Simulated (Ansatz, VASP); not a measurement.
**One calculation of W, two programs**

```
CELL_PARAMETERS angstrom
-1.57711 1.57711 1.57711
1.57711 -1.57711 1.57711
1.57711 1.57711 -1.57711
ATOMIC_POSITIONS crystal
W 0.00000 0.00000 0.00000
```

Alike in both runs: functional PBEsol; k mesh 20 × 20 × 20; occupations fermi-dirac, width 0.15 eV; no spin polarisation.

Ansatz relaxed the structure, and its values are those at the end. VASP's run is a single point on that final structure, the one shown.

|  | VASP | Ansatz |
| --- | --- | --- |
| version | VASP 6.6.1 | Ansatz 0.2.0 |
| potentials or method | VASP PAW PBE potentials, release 64 (W_sv), cutoff 520 eV | scalar-relativistic, plane waves, PAW |
| valence electrons in the cell | 14 | 14 |

```tsv
	VASP	Ansatz	Ansatz less VASP
gap on the k mesh at the Fermi level (eV)	none	none	-
pressure (GPa)	0.7	0.0	-0.66
```

VASP's potentials were made for PBE, not for PBEsol. A gap of «none» marks a metal or a gap that the smearing closes.

Spin-orbit coupling is off throughout.
